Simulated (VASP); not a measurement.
# Li (Fm-3m) in VASP: a series of runs, part 2 of 2

VASP 6.6.1.

### 4 Relaxation of cell and atoms, PBEsol, target pressure 5 GPa, at which the enthalpy is minimised

This run uses another cell than the first one, of 21.35 Å³/atom, 1.060 times its volume.

Input file INCAR:

```
SYSTEM = Li
PREC = Accurate ; ENCUT = 600
EDIFF = 1E-6 ; ISMEAR = -1
SIGMA = 0.05 ; LREAL = .False.
LASPH = .True. ; NELM = 60
ALGO = Normal ; ISIF = 3
LWAVE = .False. ; LCHARG = .False.
GGA = PS ; IBRION = 2
NSW = 100 ; EDIFFG = -0.005
PSTRESS = 50.0
```

Input file KPOINTS:

```
regular mesh
0
Gamma
  9 9 9
  0 0 0
```

Input file POSCAR:

```
Li
1.0
    0.0000000000      2.2020000000      2.2020000000
    2.2020000000      0.0000000000      2.2020000000
    2.2020000000      2.2020000000      0.0000000000
Li
1
Direct
    0.0000000000      0.0000000000      0.0000000000
```

Potentials or basis: VASP PAW PBE potentials, release 64 (Li_sv).

The run is started by

```
$ cat potpaw_PBE.64/Li_sv/POTCAR > POTCAR
$ mpirun -np 1 vasp_std > vasp.out
```

OUTCAR:

```text
SYSTEM = Li
   PREC = Accurate
   ENCUT = 600
   EDIFF = 1E-6
   ISMEAR = -1
   LREAL = .False.
   LASPH = .True.
   NELM = 60
   ISIF = 3
   GGA = PS
   IBRION = 2
   NSW = 100
   EDIFFG = -0.005
   PSTRESS = 50.0

 ion  position               nearest neighbor table
   1  0.000  0.000  0.000-

  LATTYP: Found a face centered cubic cell.
 ALAT       =     4.4040000000

  Lattice vectors:

 A1 = (   0.0000000000,   2.2020000000,   2.2020000000)
 A2 = (   2.2020000000,   0.0000000000,   2.2020000000)
 A3 = (   2.2020000000,   2.2020000000,   0.0000000000)

Analysis of symmetry for initial positions (statically):
=====================================================================
 Subroutine PRICEL returns:
 Original cell was already a primitive cell.

 Routine SETGRP: Setting up the symmetry group for a
 face centered cubic supercell.

 Subroutine GETGRP returns: Found 48 space group operations
 (whereof 48 operations were pure point group operations)
 out of a pool of 48 trial point group operations.

The static configuration has the point symmetry O_h .

Analysis of symmetry for dynamics (positions and initial velocities):
=====================================================================
 Subroutine PRICEL returns:
 Original cell was already a primitive cell.

 Routine SETGRP: Setting up the symmetry group for a
 face centered cubic supercell.

 Subroutine GETGRP returns: Found 48 space group operations
 (whereof 48 operations were pure point group operations)
 out of a pool of 48 trial point group operations.

The dynamic configuration has the point symmetry O_h .

 Subroutine INISYM returns: Found 48 space group operations
 (whereof 48 operations are pure point group operations),
 and found     1 'primitive' translations

----------------------------------------------------------------------------------------

                                     Primitive cell

  volume of cell :      21.3541

  direct lattice vectors                    reciprocal lattice vectors
     0.000000000  2.202000000  2.202000000    -0.227066303  0.227066303  0.227066303
     2.202000000  0.000000000  2.202000000     0.227066303 -0.227066303  0.227066303
     2.202000000  2.202000000  0.000000000     0.227066303  0.227066303 -0.227066303

  length of vectors
     3.114098264  3.114098264  3.114098264     0.393290374  0.393290374  0.393290374

  position of ions in fractional coordinates (direct lattice)
     0.000000000  0.000000000  0.000000000

  ion indices of the primitive-cell ions
   primitive index   ion index
                 1           1

----------------------------------------------------------------------------------------

 KPOINTS: regular mesh

Automatic generation of k-mesh.
 Grid dimensions read from file:
 generate k-points for:    9    9    9

 Generating k-lattice:

  Cartesian coordinates                     Fractional coordinates (reciprocal lattice)
    -0.025229589  0.025229589  0.025229589     0.111111111  0.000000000  0.000000000
     0.025229589 -0.025229589  0.025229589     0.000000000  0.111111111  0.000000000
     0.025229589  0.025229589 -0.025229589     0.000000000  0.000000000  0.111111111

  Length of vectors
     0.043698930  0.043698930  0.043698930

  Shift w.r.t. Gamma in fractional coordinates (k-lattice)
     0.000000000  0.000000000  0.000000000

 Subroutine IBZKPT returns following result:
 ===========================================

 Found     35 irreducible k-points:

 Following reciprocal coordinates:
            Coordinates               Weight
  0.000000  0.000000  0.000000      1.000000
  0.111111  0.000000  0.000000      8.000000
  0.222222  0.000000  0.000000      8.000000
  0.333333  0.000000  0.000000      8.000000
  0.444444  0.000000  0.000000      8.000000
  0.111111  0.111111  0.000000      6.000000
[... 16 lines left out ...]
 -0.333333  0.333333  0.000000     12.000000
  0.444444  0.444444  0.000000      6.000000
 [... further k-points ...]
   k-points           NKPTS =     35   k-points in BZ     NKDIM =     35   number of bands    NBANDS=      5
   number of dos      NEDOS =    301   number of ions     NIONS =      1
   total plane-waves  NPLWV =  21952
   dimension x,y,z NGX =    28 NGY =   28 NGZ =   28
   dimension x,y,z NGXF=    56 NGYF=   56 NGZF=   56
   ions per type =               1
   NGX,Y,Z   is equivalent  to a cutoff of  14.95, 14.95, 14.95 a.u.
   NGXF,Y,Z  is equivalent  to a cutoff of  29.90, 29.90, 29.90 a.u.
 SYSTEM =  Li
   PREC   = accura    normal or accurate (medium, high low for compatibility)
   ISTART =      0    job   : 0-new  1-cont  2-samecut
   ICHARG =      2    charge: 1-file 2-atom 10-const
   ISPIN  =      1    spin polarized calculation?
   LNONCOLLINEAR =      F non collinear calculations
   LSORBIT =      F    spin-orbit coupling
   LASPH  =      T    aspherical Exc in radial PAW
   ENCUT  =  600.0 eV  44.10 Ry    6.64 a.u.   6.22  6.22  6.22*2*pi/ulx,y,z
   NELM   =     60;   NELMIN=  2; NELMDL= -5     # of ELM steps
   EDIFF  = 0.1E-05   stopping-criterion for ELM
   LREAL  =      F    real-space projection
   EDIFFG = -.5E-02   stopping-criterion for IOM
   NSW    =    100    number of steps for IOM
   IBRION =      2    ionic relax: 0-MD 1-quasi-New 2-CG
   NFREE  =      1    steps in history (QN), initial steepest desc. (CG)
   ISIF   =      3    stress and relaxation
   ISYM   =      2    0-nonsym 1-usesym 2-fastsym
   POTIM  = 0.5000    time-step for ionic-motion
   TEBEG  =    0.0;   TEEND  =   0.0 temperature during run
   PSTRESS=   50.0 pullay stress
   NELECT =       3.0000    total number of electrons
   NUPDOWN=      -1.0000    fix difference up-down
   EMIN   =  10.00;   EMAX   =-10.00  energy-range for DOS
   EFERMI =   0.00;   METHOD = LEGACY
   ISMEAR =    -1;   SIGMA  =   0.05  broadening in eV -4-tet -1-fermi 0-gaus
   EFERMI_NEDOS =   21; number of points for ismear=-14 and -15
   IALGO  =     38    algorithm
   IMIX   =      4    mixing-type and parameters
     AMIX     =   0.40;   BMIX     =  1.00
     AMIX_MAG =   1.60;   BMIX_MAG =  1.00
  volume/ion in A,a.u.               =      21.35       144.10
  Fermi-wavevector in a.u.,A,eV,Ry     =   0.851049  1.608250  9.854489  0.724285
  Thomas-Fermi vector in A             =   1.967122
   LORBIT       =      0    0 simple, 1 ext, 2 COOP (PROOUT), +10 PAW based schemes
   GGA     = PS    functional components
   LHFCALC =     F    Hartree Fock is set to
   AEXX    =    0.0000 exact exchange contribution
   IVDW    =     0    specifies the selected vdW correction
   LEPSILON=     F    determine dielectric tensor
   LRPA    =     F    only Hartree local field effects (RPA)
 conjugate gradient relaxation of ions
 non-spin polarized calculation
  energy-cutoff  :      600.00
  volume of cell :       21.35
 maximum number of plane-waves:       725
 NGX is ok and might be reduce to    28
   NGX = 13   NGY = 13   NGZ = 13

--------------------------------------- Ionic step        1  -------------------------------------------

 number of electron       2.9999998 magnetization

 Free energy of the ion-electron system (eV)
  ---------------------------------------------------
  ext. energy  EPLUGINS =         0.00000000
  ---------------------------------------------------
  free energy    TOTEN  =        -1.96610495 eV

  energy without entropy =       -1.95890772  energy(sigma->0) =       -1.96250634

------------------------ aborting loop because EDIFF is reached ----------------------------------------

  FORCE on cell =-STRESS in cart. coord.  units (eV):
  Direction    XX          YY          ZZ          XY          YZ          ZX
  --------------------------------------------------------------------------------------
  -------------------------------------------------------------------------------------
  Total       -0.1075260     -0.1075260     -0.1075260      0.0000000     -0.0000000      0.0000000
  in kB       -8.0675619     -8.0675619     -8.0675619      0.0000000     -0.0000000      0.0000000
  external PRESSURE =     -58.0675619 kB  Pullay stress =      50.0000000 kB
[... 135 lines left out ...]
--------------------------------------- Ionic step        5  -------------------------------------------

 number of electron       3.0000002 magnetization

 Free energy of the ion-electron system (eV)
  ---------------------------------------------------
  ext. energy  EPLUGINS =         0.00000000
  ---------------------------------------------------
  free energy    TOTEN  =        -1.91452792 eV

  energy without entropy =       -1.90914182  energy(sigma->0) =       -1.91183487

 E-fermi :   1.5896     XC(G=0):  -7.6815

 val. band max:        1.5522690014   @ k =  -0.4444   0.1111   0.0000
 cond. band min:       1.6359155875   @ k =  -0.3333   0.2222   0.0000
 fundamental gap:      0.0836465861
 Fermi energy:         1.5896117565

 k-point     1 :       0.0000    0.0000    0.0000
  band No.  band energies     occupation
      1     -44.0761      2.00000
      2      -2.4435      2.00000
      3      18.6148      0.00000
      4      18.6148      0.00000
      5      18.6148      0.00000
[... 177 lines left out ...]
 k-point    24 :       0.4444    0.4444    0.0000
  band No.  band energies     occupation
      1     -44.0106      2.00000
      2       2.5979      0.00000
      3       7.9355      0.00000
      4      11.5529      0.00000
      5      11.5529      0.00000

 [... further k-points ...]
[... 5 lines left out ...]
  --------------------------------------------------------------------------------------
  -------------------------------------------------------------------------------------
  Total        0.4859721      0.4859721      0.4859721     -0.0000000     -0.0000000     -0.0000000
  in kB       49.7469383     49.7469383     49.7469383     -0.0000000     -0.0000000     -0.0000000
  external PRESSURE =      -0.2530617 kB  Pullay stress =      50.0000000 kB
[... 20 lines left out ...]
  energy  without entropy=       -1.9091418221  energy(sigma->0) =       -1.91183487

  enthalpy is  TOTEN    =        -1.4260836850 eV   P V=        0.4884442306

 reached required accuracy - stopping structural energy minimisation
```

Run time: 13 s. Hardware: 1 thread of Intel Xeon Platinum 8488C (Sapphire Rapids), shared host; peak memory 0.14 GiB.

What came out:

| Property | Result |
| --- | --- |
| Free energy | -1.9145 eV |
| Relaxed volume | 15.65 Å³/atom |
| Relaxed cell | a = 2.808 Å, b = 2.808 Å, c = 2.808 Å, α = 60.00°, β = 60.00°, γ = 60.00° |
| Space group after relaxing (to 0.05 Å) | Fm-3m (No. 225) |
| Energy change on relaxing (the enthalpy is what falls) | +51.6 meV/atom |
| Ionic steps | 5 |
| Pressure after relaxing | 5.0 GPa |

The path:
| step | energy change (eV) | largest force (eV/Å) | pressure (GPa) | volume (Å³) |
| --- | --- | --- | --- | --- |
| 1 | 0.0000 | 0.0000 | -0.81 | 21.35 |
| 2 | -0.0020 | 0.0000 | 0.67 | 19.05 |
| 3 | 0.0263 | 0.0000 | 3.35 | 16.63 |
| 4 | 0.0563 | 0.0000 | 5.27 | 15.50 |
| 5 | 0.0516 | 0.0000 | 4.97 | 15.65 |

Final structure:
```
Li
1.0
     0.00000    1.98537    1.98537
     1.98537    0.00000    1.98537
     1.98537    1.98537    0.00000
Li
1
Direct
  0.00000 0.00000 0.00000
```

Levels at points of the mesh, in eV from the Fermi level:
```
           k point  band 1  band 2  band 3  band 4  band 5
(0.00, 0.00, 0.00)  -45.67   -4.03   17.03   17.03   17.03
```

Caveat: the cutoff is under 1.25 times the usual one of these potentials, so pressure, stress and relaxed cells hold a basis-set (Pulay) error; the cell is relaxed towards a set pressure, so the enthalpy falls and the energy may rise; the volume moved by over 15 % at a fixed basis, so the end points are rough; the PAW data sets were made with another functional, which shifts forces and pressure a little.

### 5 Relaxation of cell and atoms, PBEsol, target pressure 10 GPa, at which the enthalpy is minimised

This run uses another cell than the first one, of 21.35 Å³/atom, 1.060 times its volume.

Input file INCAR:

```
ALGO = Normal ; EDIFF = 1E-7
EDIFFG = -0.005 ; ENCUT = 600
GGA = PS ; IBRION = 2
ISIF = 3 ; ISMEAR = -1
LASPH = True ; LCHARG = False
LREAL = False ; LWAVE = False
NELM = 80 ; NSW = 100
PREC = Accurate ; PSTRESS = 100.0
SIGMA = 0.05
```

Input file KPOINTS:

```
k-points
0
Gamma
  9 9 9
```

POSCAR is that of step 4.

The run is started by

```
$ cat potpaw_PBE.64/Li_sv/POTCAR > POTCAR
$ mpirun -np 1 vasp_std > vasp.out
```

Run time: 17 s. Hardware: 1 thread of Intel Xeon Platinum 8488C (Sapphire Rapids), shared host; peak memory 0.14 GiB.

It converged, with:

```
Free energy                                            : -1.8236 eV
Relaxed volume                                         : 13.64 Å³/atom
Relaxed cell                                           : a = 2.682 Å, b = 2.682 Å, c = 2.682 Å, α = 60.00°, β = 60.00°, γ = 60.00°
Space group after relaxing (to 0.05 Å)                 : Fm-3m (No. 225)
Energy change on relaxing (the enthalpy is what falls) : +142.5 meV/atom
Ionic steps                                            : 5
Pressure after relaxing                                : 10.0 GPa
```

Step by step:
| step | energy change (eV) | largest force (eV/Å) | pressure (GPa) | volume (Å³) |
| --- | --- | --- | --- | --- |
| 1 | 0.0000 | 0.0000 | -0.81 | 21.35 |
| 2 | 0.0158 | 0.0000 | 2.56 | 17.20 |
| 3 | 0.0910 | 0.0000 | 7.24 | 14.61 |
| 4 | 0.1510 | 0.0000 | 10.39 | 13.51 |
| 5 | 0.1425 | 0.0000 | 9.95 | 13.64 |

Final structure:
```xyz
1
Lattice="0.0000 1.8965 1.8965 1.8965 0.0000 1.8965 1.8965 1.8965 0.0000" Properties=species:S:1:pos:R:3 pbc="T T T"
Li    0.0000    0.0000    0.0000
```

Levels at points of the mesh, in eV from the Fermi level:
```tsv
k point	band 1	band 2	band 3	band 4	band 5
(0.00, 0.00, 0.00)	-45.49	-4.16	18.71	18.71	18.71
```

Caveat: the cutoff is under 1.25 times the usual one of these potentials, so pressure, stress and relaxed cells hold a basis-set (Pulay) error; the cell is relaxed towards a set pressure, so the enthalpy falls and the energy may rise; the volume moved by over 15 % at a fixed basis, so the end points are rough; the PAW data sets were made with another functional, which shifts forces and pressure a little.

### 6 Relaxation of cell and atoms, PBEsol, target pressure 20 GPa, at which the enthalpy is minimised

This run uses another cell than the first one, of 21.35 Å³/atom, 1.060 times its volume.

Input file INCAR:

```
SYSTEM = Li
ALGO     = Normal         ! electronic algorithm
EDIFF    = 1E-6           ! SCF threshold, eV
EDIFFG   = -0.005         ! ionic threshold
ENCUT    = 600            ! plane-wave cutoff, eV
GGA      = PS             ! functional
IBRION   = 2              ! ionic algorithm
ISIF     = 3              ! what is computed and relaxed
ISMEAR   = -1             ! smearing method
LASPH    = .True.         ! aspherical terms in the spheres
LCHARG   = .False.        ! write CHGCAR
LREAL    = .False.        ! projectors in reciprocal space
LWAVE    = .False.        ! write WAVECAR
NELM     = 60             ! most SCF steps
NSW      = 100            ! ionic steps
PREC     = Accurate       ! precision mode
PSTRESS  = 200.0        
SIGMA    = 0.05           ! smearing width, eV
```

Input file KPOINTS:

```
k-points
0
Gamma
  9 9 9
  0 0 0
```

POSCAR is that of step 5.

Potentials or basis: VASP PAW PBE potentials, release 64 (Li_sv).

The run is started by

```
$ cat potpaw_PBE.64/Li_sv/POTCAR > POTCAR
$ mpirun -np 1 vasp_std > vasp.out
```

Wall time 25 s (1 thread of Intel Xeon Platinum 8488C (Sapphire Rapids), shared host); peak memory 0.14 GiB.

It converged, with:

| Property | Result |
| --- | --- |
| Free energy | -1.6202 eV |
| Relaxed volume | 11.39 Å³/atom |
| Relaxed cell | a = 2.525 Å, b = 2.525 Å, c = 2.525 Å, α = 60.00°, β = 60.00°, γ = 60.00° |
| Space group after relaxing (to 0.05 Å) | Fm-3m (No. 225) |
| Energy change on relaxing (the enthalpy is what falls) | +345.9 meV/atom |
| Ionic steps | 19 |
| Pressure after relaxing | 20.0 GPa |

Step by step:
| step | energy change (eV) | largest force (eV/Å) | pressure (GPa) | volume (Å³) |
| --- | --- | --- | --- | --- |
| 1 | 0.0000 | 0.0000 | -0.81 | 21.35 |
| 2 | 0.1284 | 0.0000 | 9.23 | 13.88 |
| 3 | 0.2769 | 0.0000 | 16.66 | 11.99 |
| 4 | 0.3510 | 0.0000 | 20.27 | 11.35 |
| 5 | 0.3313 | 0.0000 | 19.28 | 11.51 |
| 6 | 0.3315 | 0.0000 | 19.28 | 11.50 |
| 7 | 0.3321 | 0.0000 | 19.29 | 11.50 |
| 8 | 0.3321 | 0.0000 | 19.33 | 11.50 |
| 9 | 0.3321 | 0.0000 | 19.32 | 11.50 |
| 10 | 0.3322 | 0.0000 | 19.33 | 11.50 |
| 11 | 0.3322 | 0.0000 | 19.33 | 11.50 |
| 12 | 0.3324 | 0.0000 | 19.33 | 11.50 |
| 13 | 0.3327 | 0.0000 | 19.34 | 11.49 |
| 14 | 0.3333 | 0.0000 | 19.35 | 11.49 |
| 15 | 0.3346 | 0.0000 | 19.39 | 11.48 |
| 16 | 0.3370 | 0.0000 | 19.57 | 11.46 |
| 17 | 0.3421 | 0.0000 | 19.81 | 11.42 |
| 18 | 0.3523 | 0.0000 | 20.31 | 11.34 |
| 19 | 0.3459 | 0.0000 | 19.99 | 11.39 |

Final structure:
```
CELL_PARAMETERS angstrom
0.00000 1.78563 1.78563
1.78563 0.00000 1.78563
1.78563 1.78563 0.00000
ATOMIC_POSITIONS crystal
Li 0.00000 0.00000 0.00000
```

Levels at points of the mesh, in eV from the Fermi level:
```tsv
k point	band 1	band 2	band 3	band 4	band 5
(0.00, 0.00, 0.00)	-45.32	-4.25	21.13	21.13	21.13
```

Caveat: the cutoff is under 1.25 times the usual one of these potentials, so pressure, stress and relaxed cells hold a basis-set (Pulay) error; the cell is relaxed towards a set pressure, so the enthalpy falls and the energy may rise; the volume moved by over 15 % at a fixed basis, so the end points are rough; the PAW data sets were made with another functional, which shifts forces and pressure a little.

### 7 Summary

| task | cell | cutoff (eV) | gap on the mesh (eV) | pressure (GPa) |
| --- | --- | --- | --- | --- |
| single point | a = 3.054 Å, angles 60.0°, 1 atom | 520 | none | - |
| relaxation of cell and atoms | relaxed from a = 3.114 Å, angles 60.0°, 1 atom | 600 | none | 0.0 |
| relaxation of cell and atoms | relaxed to 5 GPa from a = 3.114 Å, angles 60.0°, 1 atom | 600 | none | 5.0 |
| relaxation of cell and atoms | relaxed to 10 GPa from a = 3.114 Å, angles 60.0°, 1 atom | 600 | none | 10.0 |
| relaxation of cell and atoms | relaxed to 20 GPa from a = 3.114 Å, angles 60.0°, 1 atom | 600 | none | 20.0 |

Alike in all rows: level PBEsol; potentials or basis VASP PAW PBE potentials, release 64 (Li_sv); no spin polarisation; k mesh 9 × 9 × 9; smearing fermi-dirac 0.05 eV.

Caveats: the cutoff is under 1.25 times the usual one of these potentials, so pressure, stress and relaxed cells hold a basis-set (Pulay) error; the PAW data sets were made with another functional, which shifts forces and pressure a little; the cell is relaxed towards a set pressure, so the enthalpy falls and the energy may rise (some runs); the volume moved by over 15 % at a fixed basis, so the end points are rough (some runs).

Total energies depend on the potentials used, so only differences within one code and one set of settings carry meaning.
